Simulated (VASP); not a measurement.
Here is a VASP 6.6.1 calculation.

File INCAR:

```
SYSTEM = Pd
PREC = Accurate
ENCUT = 520
EDIFF = 1E-6
ISMEAR = -1
SIGMA = 0.05
LREAL = .FALSE.
LASPH = .TRUE.
NELM = 100
ALGO = Normal
ISIF = 2
LWAVE = .FALSE.
LCHARG = .FALSE.
GGA = PS
NBANDS = 11
```

File KPOINTS:

```
Automatic mesh
0
G
  18 18 18
  0 0 0
```

Contents of POSCAR:

```
Pd
1.0
    0.0000000000      1.9060020000      1.9449000000
    1.9060020000      0.0000000000      1.9449000000
    1.9060020000      1.9060020000      0.0000000000
Pd
1
Direct
    0.0000000000      0.0000000000      0.0000000000
```

Potentials or basis: VASP PAW PBE potentials, release 64 (Pd).

Run with:

```sh
$ cat potpaw_PBE.64/Pd/POTCAR > POTCAR
$ mpirun -np 1 vasp_std > vasp.out
```

(1) What does it give for the pressure?

(2) Predict the band gap on the k mesh.

## Answers

(1) 6.1 GPa.

(2) zero (bands 5 and 6 overlap by 1.74 eV).

Caveat: the cell differs from its parent crystal (equal xx and yy strain of -2 %); the cell stands under pressure; the PAW data sets were made with another functional, which shifts forces and pressure a little.
